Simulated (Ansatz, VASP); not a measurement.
# Pt in VASP and in Ansatz

File INCAR:

```
SYSTEM = Pt
PREC = Accurate
ENCUT = 600
EDIFF = 1E-6
ISMEAR = -1
SIGMA = 0.05
LREAL = .FALSE.
LASPH = .TRUE.
NELM = 60
ALGO = Normal
ISIF = 3
LWAVE = .FALSE.
LCHARG = .FALSE.
GGA = PS
IVDW = 12
IBRION = 2
NSW = 60
EDIFFG = -0.01
```

KPOINTS

```
regular mesh
0
G
  12 12 12
  0 0 0
```

POSCAR

```
Pt
1.0
   -1.5842200000      1.5842200000      1.5842200000
    1.5842200000     -1.5842200000      1.5842200000
    1.5842200000      1.5842200000     -1.5842200000
Pt
1
Direct
    0.0000000000      0.0000000000      0.0000000000
```

Contents of input.yaml:

```yaml
crystal:
  lattice:
    - [-1.58422, 1.58422, 1.58422]
    - [1.58422, -1.58422, 1.58422]
    - [1.58422, 1.58422, -1.58422]
  atoms:
    - { symbol: Pt, position: [0.0, 0.0, 0.0] }
hamiltonian:
  xc: pbesol
  pseudopotentials: { kind: paw }
  dispersion: d3bj
kpoints:
  mp_grid: { grid: [12, 12, 12] }
scf:
  occupations: { method: fermi_dirac, width: 0.05 }
output:
  forces: true
  stress: true
  eigenvalues: true
relax:
  f_tol: 0.01
  max_steps: 40
  cell: { stress_tol: 0.05 }
```

Alike in both runs: task relaxation of cell and atoms; functional PBEsol; dispersion D3(BJ); k mesh 12 × 12 × 12; occupations fermi-dirac, width 0.05 eV; no spin polarisation.

```csv
,VASP,Ansatz
version,VASP 6.6.1,Ansatz 0.2.0
potentials or method,"VASP PAW PBE potentials, release 64 (Pt)",Ansatz PAW
plane-wave cutoff (eV),600,420
valence electrons in the cell,10,18
```

VASP gave:

- gap on the k mesh at the Fermi level, each at its own relaxed structure (eV): none
- relaxed volume (Å³/atom): 14.76
- relaxed cell length with the largest relative difference (Å): 2.677

Q: Which values does Ansatz return?

A: gap on the k mesh at the Fermi level, each at its own relaxed structure (eV): none; relaxed volume (Å³/atom): 14.77; relaxed cell length with the largest relative difference (Å): 2.677.

VASP's potentials were made for PBE, not for PBEsol. A gap of «none» marks a metal or a gap that the smearing closes. VASP's potentials hold 10 valence electrons a cell and Ansatz's 18, so a difference there can come from the potentials and not from the codes.

Neither program's run includes spin-orbit coupling. Noted on Ansatz's run: the plane-wave basis is chosen anew once the cell has moved, so the energies of steps on either side of that aren't comparable.
